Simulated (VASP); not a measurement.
Input of a VASP 6.6.1 run:

INCAR

```
SYSTEM = NaCl
ALGO = Normal ; EDIFF = 1E-6
ENCUT = 520 ; GGA = PS
ISIF = 2 ; ISMEAR = 0
LASPH = .TRUE. ; LCHARG = .TRUE.
LELF = .TRUE. ; LREAL = .FALSE.
LVHAR = .TRUE. ; LWAVE = .FALSE.
NBANDS = 14 ; NELM = 100
PREC = Accurate ; SIGMA = 0.01
```

Contents of KPOINTS:

```
k-points
0
G
  8 8 8
  0 0 0
```

Contents of POSCAR:

```
NaCl
1.0
    2.7449334462      2.7449334462      0.0000000000
   -2.7449334462      2.7449334462      0.0000000000
    0.0000000000      2.7449334462      2.8251933446
Na Cl
1 1
Direct
    0.0000000000      0.0000000000      0.0000000000
    0.5000000000      0.5000000000      0.0000000000
```

Potentials or basis: VASP PAW PBE potentials, release 64 (Na_pv, Cl).

Run with:

```bash
$ cat potpaw_PBE.64/Na_pv/POTCAR potpaw_PBE.64/Cl/POTCAR > POTCAR
$ mpirun -np 1 vasp_std > vasp.out
```

Task: Estimate the band gap on the k mesh.

Result: 5.12 eV.

Task: Estimate the pressure.

Result: 1.0 GPa.

Stress tensor (GPa, compression positive):
```
1.46 0.00 0.00
0.00 1.46 0.00
0.00 0.00 0.02
```

Caveat: the cell differs from its parent crystal (in-plane strain -0.02, then relaxed in part); the PAW data sets were made with another functional, which shifts forces and pressure a little.
